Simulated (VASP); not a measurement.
# Ti (Im-3m) in VASP: notebook

Runs on Ti. Level: r2SCAN. Tasks: single point, relaxation of cell and atoms.

Program: VASP 6.6.1. These are calculated values, not measurements. Logs are shortened: lines on timing, memory, paths and dates and some standing lists are left out, and cuts for length are marked.

## Step 1: The cell of the first run

Symmetry: Im-3m, No. 229, cubic system. Conventional cell: a = 3.046 Å, b = 3.046 Å, c = 3.046 Å, α = 90.00°, β = 90.00°, γ = 90.00°. Ti (site symmetry m-3m) has 14 Ti at 2.64 to 3.05 Å within 3.5 Å.

## Step 2: Single point, r2SCAN

Input file POSCAR:

```
Ti
1.0
   -1.5229143033      1.5229143033      1.5229143033
    1.5229143033     -1.5229143033      1.5229143033
    1.5229143033      1.5229143033     -1.5229143033
Ti
1
Direct
    0.0000000000      0.0000000000      0.0000000000
```

Input file INCAR.step1:

```
SYSTEM = Ti
PREC = Accurate
ENCUT = 520
ISMEAR = -1
SIGMA = 0.1
LREAL = .False.
LASPH = .True.
NELM = 100
NBANDS = 12
GGA = PE
ALGO = Normal
EDIFF = 1E-4
LWAVE = .True.
LCHARG = .False.
```

Input file INCAR.step2:

```
SYSTEM = Ti
PREC = Accurate
ENCUT = 520
EDIFF = 1E-7
ISMEAR = -1
SIGMA = 0.1
LREAL = .False.
LASPH = .True.
NELM = 100
ALGO = Normal
ISIF = 2
LWAVE = .False.
LCHARG = .False.
METAGGA = R2SCAN
LMIXTAU = .True.
NBANDS = 12
ISTART = 1
```

Input file KPOINTS:

```
Automatic mesh
0
Gamma
  9 9 9
  0 0 0
```

Potentials or basis: VASP PAW PBE potentials, release 64 (Ti_sv).

The run is started by

```console
$ cat potpaw_PBE.64/Ti_sv/POTCAR > POTCAR
$ cp INCAR.step1 INCAR
$ mpirun -np 1 vasp_std > vasp.out
$ cp INCAR.step2 INCAR
$ mpirun -np 1 vasp_std > vasp.out
```

OUTCAR:

```text
SYSTEM = Ti
   PREC = Accurate
   ENCUT = 520
   EDIFF = 1E-7
   ISMEAR = -1
   LREAL = .False.
   LASPH = .True.
   NELM = 100
   ISIF = 2
   METAGGA = R2SCAN
   ISTART = 1

 ion  position               nearest neighbor table
   1  0.000  0.000  0.000-

  LATTYP: Found a body centered cubic cell.
 ALAT       =     3.0458286066

  Lattice vectors:

 A1 = (  -1.5229143033,   1.5229143033,   1.5229143033)
 A2 = (   1.5229143033,  -1.5229143033,   1.5229143033)
 A3 = (   1.5229143033,   1.5229143033,  -1.5229143033)

Analysis of symmetry for initial positions (statically):
=====================================================================
 Subroutine PRICEL returns:
 Original cell was already a primitive cell.

 Routine SETGRP: Setting up the symmetry group for a
 body centered cubic supercell.

 Subroutine GETGRP returns: Found 48 space group operations
 (whereof 48 operations were pure point group operations)
 out of a pool of 48 trial point group operations.

The static configuration has the point symmetry O_h .

Analysis of symmetry for dynamics (positions and initial velocities):
=====================================================================
 Subroutine PRICEL returns:
 Original cell was already a primitive cell.

 Routine SETGRP: Setting up the symmetry group for a
 body centered cubic supercell.

 Subroutine GETGRP returns: Found 48 space group operations
 (whereof 48 operations were pure point group operations)
 out of a pool of 48 trial point group operations.

The dynamic configuration has the point symmetry O_h .

 Subroutine INISYM returns: Found 48 space group operations
 (whereof 48 operations are pure point group operations),
 and found     1 'primitive' translations

----------------------------------------------------------------------------------------

                                     Primitive cell

  volume of cell :      14.1282

  direct lattice vectors                    reciprocal lattice vectors
    -1.522914303  1.522914303  1.522914303     0.000000000  0.328317883  0.328317883
     1.522914303 -1.522914303  1.522914303     0.328317883  0.000000000  0.328317883
     1.522914303  1.522914303 -1.522914303     0.328317883  0.328317883  0.000000000

  length of vectors
     2.637764949  2.637764949  2.637764949     0.464311603  0.464311603  0.464311603

  position of ions in fractional coordinates (direct lattice)
     0.000000000  0.000000000  0.000000000

  ion indices of the primitive-cell ions
   primitive index   ion index
                 1           1

[... 78 lines left out ...]
   ISYM   =      2    0-nonsym 1-usesym 2-fastsym
   POTIM  = 0.5000    time-step for ionic-motion
   TEBEG  =    0.0;   TEEND  =   0.0 temperature during run
   PSTRESS=    0.0 pullay stress
   NELECT =      12.0000    total number of electrons
   NUPDOWN=      -1.0000    fix difference up-down
   EMIN   =  10.00;   EMAX   =-10.00  energy-range for DOS
   EFERMI =   0.00;   METHOD = LEGACY
   ISMEAR =    -1;   SIGMA  =   0.10  broadening in eV -4-tet -1-fermi 0-gaus
   EFERMI_NEDOS =   21; number of points for ismear=-14 and -15
   IALGO  =     38    algorithm
   IMIX   =      4    mixing-type and parameters
     AMIX     =   0.40;   BMIX     =  1.00
     AMIX_MAG =   1.60;   BMIX_MAG =  1.00
  volume/ion in A,a.u.               =      14.13        95.34
  Fermi-wavevector in a.u.,A,eV,Ry     =   1.550386  2.929804 32.704272  2.403696
  Thomas-Fermi vector in A             =   2.655057
   LORBIT       =      0    0 simple, 1 ext, 2 COOP (PROOUT), +10 PAW based schemes
   METAGGA = R2SCAN    functional components
   LHFCALC =     F    Hartree Fock is set to
   AEXX    =    0.0000 exact exchange contribution
   IVDW    =     0    specifies the selected vdW correction
   LEPSILON=     F    determine dielectric tensor
   LRPA    =     F    only Hartree local field effects (RPA)
 non-spin polarized calculation
  energy-cutoff  :      520.00
  volume of cell :       14.13
 maximum number of plane-waves:       394
   NGX =  9   NGY =  9   NGZ =  9

 number of electron      12.0000007 magnetization

 Free energy of the ion-electron system (eV)
  ---------------------------------------------------
  ext. energy  EPLUGINS =         0.00000000
  ---------------------------------------------------
  free energy    TOTEN  =       -12.57769927 eV

  energy without entropy =      -12.51604819  energy(sigma->0) =      -12.54687373

 E-fermi :  10.4816     XC(G=0): -13.5036

 val. band max:       10.3808318691   @ k =  -0.4444   0.4444   0.1111
 cond. band min:      10.4945403367   @ k =   0.2222   0.1111   0.0000
 fundamental gap:      0.1137084676
 Fermi energy:        10.4816048956

 k-point     1 :       0.0000    0.0000    0.0000
  band No.  band energies     occupation
      1     -48.0230      2.00000
      2     -22.4861      2.00000
      3     -22.4861      2.00000
      4     -22.4861      2.00000
      5       3.8241      2.00000
      6      11.8084      0.00000
      7      11.8084      0.00000
      8      11.8085      0.00000
      9      14.0924      0.00000
     10      14.0924      0.00000
     11      30.1011      0.00000
     12      30.1011      0.00000
[... 331 lines left out ...]
 k-point    24 :      -0.4444   -0.4444    0.1111
  band No.  band energies     occupation
      1     -47.6635      2.00000
      2     -23.6664      2.00000
      3     -23.0846      2.00000
      4     -22.6873      2.00000
      5       8.2551      2.00000
      6      10.1388      1.93715
      7      10.5425      0.70442
      8      13.4335      0.00000
      9      15.4796      0.00000
     10      17.9793      0.00000
     11      22.0449      0.00000
     12      25.4180      0.00000

 [... further k-points ...]

------------------------ aborting loop because EDIFF is reached ----------------------------------------

  FORCE on cell =-STRESS in cart. coord.  units (eV):
  Direction    XX          YY          ZZ          XY          YZ          ZX
  --------------------------------------------------------------------------------------
  -------------------------------------------------------------------------------------
  Total        2.7077167      2.7077167      2.7077167      0.0000000      0.0000000     -0.0000000
  in kB      307.0629469    307.0629469    307.0629469      0.0000000      0.0000000     -0.0000000
  external PRESSURE =     307.0629469 kB  Pullay stress =       0.0000000 kB

 VOLUME and BASIS-vectors are now :
 -----------------------------------------------------------------------------
  energy-cutoff  :      520.00
  volume of cell :       14.13
      direct lattice vectors                 reciprocal lattice vectors
    -1.522914303  1.522914303  1.522914303     0.000000000  0.328317883  0.328317883
     1.522914303 -1.522914303  1.522914303     0.328317883  0.000000000  0.328317883
     1.522914303  1.522914303 -1.522914303     0.328317883  0.328317883  0.000000000

 POSITION                                       TOTAL-FORCE (eV/Angst)
 -----------------------------------------------------------------------------------
      0.00000      0.00000      0.00000        -0.000000      0.000000      0.000000
 -----------------------------------------------------------------------------------
    total drift:                                0.000000      0.000000      0.000000

  FREE ENERGIE OF THE ION-ELECTRON SYSTEM (eV)
  ---------------------------------------------------
  free  energy   TOTEN  =       -12.5776992713 eV

  energy  without entropy=      -12.5160481909  energy(sigma->0) =      -12.54687373
```

OUTCAR.step1:

```text
SYSTEM = Ti
   PREC = Accurate
   ENCUT = 520
   ISMEAR = -1
   LREAL = .False.
   LASPH = .True.
[... 576 lines left out ...]
 -----------------------------------------------------------------------------------
      0.00000      0.00000      0.00000        -0.000000      0.000000      0.000000
 -----------------------------------------------------------------------------------
    total drift:                                0.000000     -0.000000     -0.000000

  FREE ENERGIE OF THE ION-ELECTRON SYSTEM (eV)
  ---------------------------------------------------
  free  energy   TOTEN  =        -7.5124977627 eV

  energy  without entropy=       -7.4501630655  energy(sigma->0) =       -7.48133041
```

Run time: 15 s. Hardware: 1 thread of Intel Xeon 6975P-C (Granite Rapids), shared host; peak memory 0.12 GiB.

What came out:

- Free energy: -12.5777 eV
- Pressure: 30.7 GPa
- Band gap on the k mesh: zero (band 6 reaches 11.81 eV, above the bottom of band 7 at 9.84 eV)

Levels at points of the mesh, in eV from the Fermi level:
```tsv
k point	band 3	band 4	band 5	band 6	band 7	band 8	band 9	band 10
(0.00, 0.00, 0.00)	-32.97	-32.97	-6.66	1.33	1.33	1.33	3.61	3.61
```

Caveat: the PAW data sets were made with another functional, which shifts forces and pressure a little.

## Step 3: Single point, r2SCAN

This run uses another cell than the first one, of 15.40 Å³/atom, 1.090 times its volume.

Input file POSCAR:

```
Ti
1.0
   -1.5674141468      1.5674141468      1.5674141468
    1.5674141468     -1.5674141468      1.5674141468
    1.5674141468      1.5674141468     -1.5674141468
Ti
1
Direct
    0.0000000000      0.0000000000      0.0000000000
```

Input file INCAR.step1:

```
SYSTEM = Ti
ALGO = Normal ; EDIFF = 1E-4
ENCUT = 520 ; GGA = PE
ISMEAR = -1 ; LASPH = .True.
LCHARG = .False. ; LREAL = .False.
LWAVE = .True. ; NBANDS = 12
NELM = 100 ; PREC = Accurate
SIGMA = 0.1
```

Input file INCAR.step2:

```
SYSTEM = Ti
ALGO = Normal ; EDIFF = 1E-7
ENCUT = 520 ; ISIF = 2
ISMEAR = -1 ; ISTART = 1
LASPH = .True. ; LCHARG = .False.
LMIXTAU = .True. ; LREAL = .False.
LWAVE = .False. ; METAGGA = R2SCAN
NBANDS = 12 ; NELM = 100
PREC = Accurate ; SIGMA = 0.1
```

Input file KPOINTS:

```
k-points
0
Gamma
  9 9 9
  0 0 0
```

Potentials or basis: VASP PAW PBE potentials, release 64 (Ti_sv).

The run is started by

```console
$ cat potpaw_PBE.64/Ti_sv/POTCAR > POTCAR
$ cp INCAR.step1 INCAR
$ mpirun -np 1 vasp_std > vasp.out
$ cp INCAR.step2 INCAR
$ mpirun -np 1 vasp_std > vasp.out
```

OUTCAR:

```text
SYSTEM = Ti
   EDIFF = 1E-7
   ENCUT = 520
   ISIF = 2
   ISMEAR = -1
   ISTART = 1
   LASPH = .True.
   LREAL = .False.
   METAGGA = R2SCAN
   NELM = 100
   PREC = Accurate

 ion  position               nearest neighbor table
   1  0.000  0.000  0.000-

  LATTYP: Found a body centered cubic cell.
 ALAT       =     3.1348282936

  Lattice vectors:

 A1 = (  -1.5674141468,   1.5674141468,   1.5674141468)
 A2 = (   1.5674141468,  -1.5674141468,   1.5674141468)
 A3 = (   1.5674141468,   1.5674141468,  -1.5674141468)

Analysis of symmetry for initial positions (statically):
=====================================================================
 Subroutine PRICEL returns:
 Original cell was already a primitive cell.

 Routine SETGRP: Setting up the symmetry group for a
 body centered cubic supercell.

 Subroutine GETGRP returns: Found 48 space group operations
 (whereof 48 operations were pure point group operations)
 out of a pool of 48 trial point group operations.

The static configuration has the point symmetry O_h .

Analysis of symmetry for dynamics (positions and initial velocities):
[... 167 lines left out ...]
      3     -23.8363      2.00000
      4     -23.8363      2.00000
      5       2.8925      2.00000
      6      10.7087      0.00001
      7      10.7087      0.00001
      8      10.7088      0.00001
      9      12.7717      0.00000
     10      12.7717      0.00000
     11      28.4152      0.00000
     12      28.4152      0.00000
[... 331 lines left out ...]
 k-point    24 :      -0.4444   -0.4444    0.1111
  band No.  band energies     occupation
      1     -48.9434      2.00000
      2     -24.7436      2.00000
      3     -24.2997      2.00000
      4     -23.9917      2.00000
      5       7.4211      2.00000
      6       9.0590      1.96419
      7       9.5625      0.52595
      8      12.1661      0.00000
      9      13.9648      0.00000
     10      16.1843      0.00000
     11      19.8896      0.00000
     12      23.2908      0.00000

 [... further k-points ...]

------------------------ aborting loop because EDIFF is reached ----------------------------------------

  FORCE on cell =-STRESS in cart. coord.  units (eV):
  Direction    XX          YY          ZZ          XY          YZ          ZX
  --------------------------------------------------------------------------------------
  -------------------------------------------------------------------------------------
  Total        1.4931959      1.4931959      1.4931959      0.0000000     -0.0000000      0.0000000
  in kB      155.3159664    155.3159664    155.3159664      0.0000000     -0.0000000      0.0000000
  external PRESSURE =     155.3159664 kB  Pullay stress =       0.0000000 kB

 VOLUME and BASIS-vectors are now :
 -----------------------------------------------------------------------------
  energy-cutoff  :      520.00
  volume of cell :       15.40
      direct lattice vectors                 reciprocal lattice vectors
    -1.567414147  1.567414147  1.567414147     0.000000000  0.318996738  0.318996738
     1.567414147 -1.567414147  1.567414147     0.318996738  0.000000000  0.318996738
     1.567414147  1.567414147 -1.567414147     0.318996738  0.318996738  0.000000000

 POSITION                                       TOTAL-FORCE (eV/Angst)
 -----------------------------------------------------------------------------------
      0.00000      0.00000      0.00000        -0.000000      0.000000      0.000000
 -----------------------------------------------------------------------------------
    total drift:                                0.000000     -0.000000      0.000000

  FREE ENERGIE OF THE ION-ELECTRON SYSTEM (eV)
  ---------------------------------------------------
  free  energy   TOTEN  =       -12.7596808656 eV

  energy  without entropy=      -12.6918428810  energy(sigma->0) =      -12.72576187
```

Run time: 15 s. Hardware: 1 thread of Intel Xeon 6975P-C (Granite Rapids), shared host; peak memory 0.13 GiB.

Results:

| Property | Result |
| --- | --- |
| Free energy | -12.7597 eV |
| Pressure | 15.5 GPa |
| Band gap on the k mesh | zero (band 6 reaches 10.71 eV, above the bottom of band 7 at 8.79 eV) |

Levels at points of the mesh, in eV from the Fermi level:
| k point | band 4 | band 5 | band 6 | band 7 | band 8 | band 9 |
| --- | --- | --- | --- | --- | --- | --- |
| (0.00, 0.00, 0.00) | -33.30 | -6.57 | 1.25 | 1.25 | 1.25 | 3.31 |

Caveat: the PAW data sets were made with another functional, which shifts forces and pressure a little.

## Step 4: Single point, r2SCAN

This run uses another cell than the first one, of 17.28 Å³/atom, 1.223 times its volume.

Input file POSCAR:

```
Ti
1.0
   -1.6286140326      1.6286140326      1.6286140326
    1.6286140326     -1.6286140326      1.6286140326
    1.6286140326      1.6286140326     -1.6286140326
Ti
1
Direct
    0.0000000000      0.0000000000      0.0000000000
```

Input file INCAR.step1:

```
  ALGO = Normal
  EDIFF = 1E-4
  ENCUT = 520
  GGA = PE
  ISMEAR = -1
  LASPH = T
  LCHARG = F
  LREAL = F
  LWAVE = T
  NBANDS = 12
  NELM = 60
  PREC = Accurate
  SIGMA = 0.1
```

Input file INCAR.step2:

```
  ALGO = Normal
  EDIFF = 1E-6
  ENCUT = 520
  ISIF = 2
  ISMEAR = -1
  ISTART = 1
  LASPH = T
  LCHARG = T
  LELF = T
  LMIXTAU = T
  LREAL = F
  LVHAR = T
  LWAVE = F
  METAGGA = R2SCAN
  NBANDS = 12
  NELM = 60
  PREC = Accurate
  SIGMA = 0.1
```

Input file KPOINTS:

```
k-points
0
Gamma
  9 9 9
```

The run is started by

```console
$ cat potpaw_PBE.64/Ti_sv/POTCAR > POTCAR
$ cp INCAR.step1 INCAR
$ mpirun -np 1 vasp_std > vasp.out
$ cp INCAR.step2 INCAR
$ mpirun -np 1 vasp_std > vasp.out
```

Wall time 12 s (1 thread of Intel Xeon 6975P-C (Granite Rapids), shared host); peak memory 0.14 GiB.

Results (log left out):

| Quantity | Value |
| --- | --- |
| Free energy | -12.8473 eV |
| Pressure | 0.3 GPa |
| Band gap on the k mesh | zero (band 6 reaches 9.33 eV, above the bottom of band 7 at 7.49 eV) |

Levels at points of the mesh, in eV from the Fermi level:
| k point | band 4 | band 5 | band 6 | band 7 | band 8 | band 9 |
| --- | --- | --- | --- | --- | --- | --- |
| (0.00, 0.00, 0.00) | -33.70 | -6.37 | 1.14 | 1.14 | 1.14 | 2.93 |

Caveat: the PAW data sets were made with another functional, which shifts forces and pressure a little.

## Step 5: Relaxation of cell and atoms, r2SCAN

This run uses another cell than the first one, of 17.68 Å³/atom, 1.251 times its volume.

Input file POSCAR:

```
Ti
1.0
   -1.6410000000      1.6410000000      1.6410000000
    1.6410000000     -1.6410000000      1.6410000000
    1.6410000000      1.6410000000     -1.6410000000
Ti
1
Direct
    0.0000000000      0.0000000000      0.0000000000
```

Input file INCAR.step1:

```
SYSTEM = Ti
PREC = Accurate ; ENCUT = 600
ISMEAR = -1 ; SIGMA = 0.1
LREAL = .False. ; LASPH = .True.
NELM = 100 ; GGA = PE
ALGO = Normal ; EDIFF = 1E-4
LWAVE = .True. ; LCHARG = .False.
```

Input file INCAR.step2:

```
SYSTEM = Ti
PREC = Accurate ; ENCUT = 600
EDIFF = 1E-6 ; ISMEAR = -1
SIGMA = 0.1 ; LREAL = .False.
LASPH = .True. ; NELM = 100
ALGO = Normal ; ISIF = 3
LWAVE = .False. ; LCHARG = .False.
METAGGA = R2SCAN ; LMIXTAU = .True.
IBRION = 2 ; NSW = 80
EDIFFG = -0.01 ; ISTART = 1
```

Input file KPOINTS:

```
regular mesh
0
Gamma
  9 9 9
  0 0 0
```

The run is started by

```console
$ cat potpaw_PBE.64/Ti_sv/POTCAR > POTCAR
$ cp INCAR.step1 INCAR
$ mpirun -np 1 vasp_std > vasp.out
$ cp INCAR.step2 INCAR
$ mpirun -np 1 vasp_std > vasp.out
```

It took 30 s on 1 thread of Intel Xeon 6975P-C (Granite Rapids), shared host; peak memory 0.15 GiB.

It converged, with:

```yaml
Free_energy: -12.8472 eV
Relaxed_volume: 17.35 Å³/atom
Relaxed_cell: a = 2.825 Å, b = 2.825 Å, c = 2.825 Å, α = 109.47°, β = 109.47°, γ = 109.47°
Space_group_after_relaxing_to_0.05_Å: Im-3m (No. 229)
Energy_gained_by_relaxing: 2.0 meV/atom
Ionic_steps: 3
Pressure_after_relaxing: 0.0 GPa
Band_gap_on_the_k_mesh: zero (band 6 reaches 9.28 eV, above the bottom of band 7 at 7.44 eV)
```

Step by step:
```tsv
step	energy change (eV)	largest force (eV/Å)	pressure (GPa)	volume (Å³)
1	0.0000	0.0000	-1.99	17.68
2	-0.0010	0.0000	1.47	17.12
3	-0.0020	0.0000	-0.03	17.35
```

Final structure:
```xyz
1
Lattice="-1.6308 1.6308 1.6308 1.6308 -1.6308 1.6308 1.6308 1.6308 -1.6308" Properties=species:S:1:pos:R:3 pbc="T T T"
Ti    0.0000    0.0000    0.0000
```

Levels at points of the mesh, in eV from the Fermi level:
| k point | band 2 | band 3 | band 4 | band 5 | band 6 | band 7 | band 8 | band 9 | band 10 |
| --- | --- | --- | --- | --- | --- | --- | --- | --- | --- |
| (0.00, 0.00, 0.00) | -33.72 | -33.72 | -33.72 | -6.36 | 1.13 | 1.13 | 1.13 | 2.92 | 2.92 |

Caveat: the PAW data sets were made with another functional, which shifts forces and pressure a little.

## Step 6: The runs side by side

| task | cell | cutoff (eV) | gap on the mesh (eV) | pressure (GPa) |
| --- | --- | --- | --- | --- |
| single point | a = 2.638 Å, angles 109.5°, 1 atom | 520 | none | 30.7 |
| single point | a = 2.715 Å, angles 109.5°, 1 atom | 520 | none | 15.5 |
| single point | a = 2.821 Å, angles 109.5°, 1 atom | 520 | none | 0.3 |
| relaxation of cell and atoms | relaxed from a = 2.842 Å, angles 109.5°, 1 atom | 600 | none | 0.0 |

Alike in all rows: level r2SCAN; potentials or basis VASP PAW PBE potentials, release 64 (Ti_sv); no spin polarisation; k mesh 9 × 9 × 9; smearing fermi-dirac 0.1 eV.

Caveats: the PAW data sets were made with another functional, which shifts forces and pressure a little.

Absolute energies hang on the potentials; compare differences alone.
